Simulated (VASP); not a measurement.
Set up this calculation in VASP 6.6.1, as the native input.

```yaml
Task: single point
Functional: PBE
Potentials_or_basis: VASP PAW PBE potentials, release 64 (Si)
Cutoff: 500 eV
k_mesh: 6 × 6 × 6
Occupations: gaussian, width 0.01 eV
Spin: no spin polarisation
Dipole_correction: no
Further_INCAR_settings: ALGO = Normal; EDIFF = 1e-06; NBANDS = 11
```

The structure of Si lies in POSCAR:

```
Si
1.0
    0.0000000000      2.7404286781      2.7404286781
    2.7404286781      0.0000000000      2.7404286781
    2.7404286781      2.7404286781      0.0000000000
Si
2
Direct
    0.7500000000      0.7500000000      0.7500000000
    0.5000000000      0.5000000000      0.5000000000
```

These files were run (other wordings do the same):

INCAR

```
ALGO = Normal ; EDIFF = 1E-6
ENCUT = 500 ; GGA = PE
GGA_COMPAT = F ; ISIF = 2
ISMEAR = 0 ; LASPH = T
LCHARG = T ; LELF = T
LREAL = F ; LVHAR = T
LWAVE = F ; NBANDS = 11
NELM = 120 ; PREC = Accurate
SIGMA = 0.01
```

KPOINTS

```
k-points
0
Gamma
  6 6 6
```

Potentials or basis: VASP PAW PBE potentials, release 64 (Si).

Run with:

```console
$ cat potpaw_PBE.64/Si/POTCAR > POTCAR
$ mpirun -np 1 vasp_std > vasp.out
```

Results of the run:

| Property | Result |
| --- | --- |
| Pressure | -0.5 GPa |
| Band gap on the k mesh | 0.76 eV, indirect (least direct gap 2.55 eV) |

Run time: 11 s on 1 thread of Intel Xeon 8259CL, with other jobs on the host, peak memory 0.15 GiB.
